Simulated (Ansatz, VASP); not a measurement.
Mo in VASP and in Ansatz

```xyz
2
Lattice="2.7708 0.0000 0.0000 -1.3854 2.3996 0.0000 0.0000 0.0000 4.9179" Properties=species:S:1:pos:R:3 pbc="T T T"
Mo    0.0000    1.5997    1.2295
Mo    1.3854    0.7999    3.6884
```

Alike in both runs: task single point; functional RPBE; k mesh 15 × 15 × 7; occupations fermi-dirac, width 0.1 eV; no spin polarisation.

|  | VASP | Ansatz |
| --- | --- | --- |
| version | VASP 6.6.1 | Ansatz 0.2.0 |
| potentials or method | VASP PAW PBE potentials, release 64 (Mo_sv), cutoff 520 eV | plane waves (420 eV) with PAW, scalar-relativistic |
| valence electrons in the cell | 28 | 28 |

```tsv
	VASP	Ansatz	Ansatz less VASP
pressure (GPa)	0.4	0.0	-0.43
traceless stress, the component that is largest in VASP (GPa)	0.00	0.08	+0.085
```

VASP's potentials were made for PBE, not for RPBE. The functional is the same, so the differences come from potentials, cutoffs and numerics.
